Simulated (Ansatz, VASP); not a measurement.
# Ga in VASP and in Ansatz

```
Ga
1.0
     0.00000    2.02056    2.02056
     2.02056    0.00000    2.02056
     2.02056    2.02056    0.00000
Ga
1
Direct
  0.00000 0.00000 0.00000
```

Alike in both runs: task single point; functional LDA; k mesh 15 × 15 × 15; occupations fermi-dirac, width 0.1 eV; no spin polarisation.

```csv
,VASP,Ansatz
version,VASP 6.6.1,Ansatz 0.2.0
potentials or method,"VASP PAW LDA potentials, release 64 (Ga_d), cutoff 520 eV","plane waves (420 eV) with PAW, scalar-relativistic"
valence electrons in the cell,13,13
```

|  | VASP | Ansatz | Ansatz less VASP |
| --- | --- | --- | --- |
| pressure (GPa) | 2.4 | 2.5 | +0.04 |

Ansatz warns that its potentials were made for another functional, while VASP's fit it. LDA's correlation is that of Perdew and Zunger in VASP and of Perdew and Wang (1992) in Ansatz.
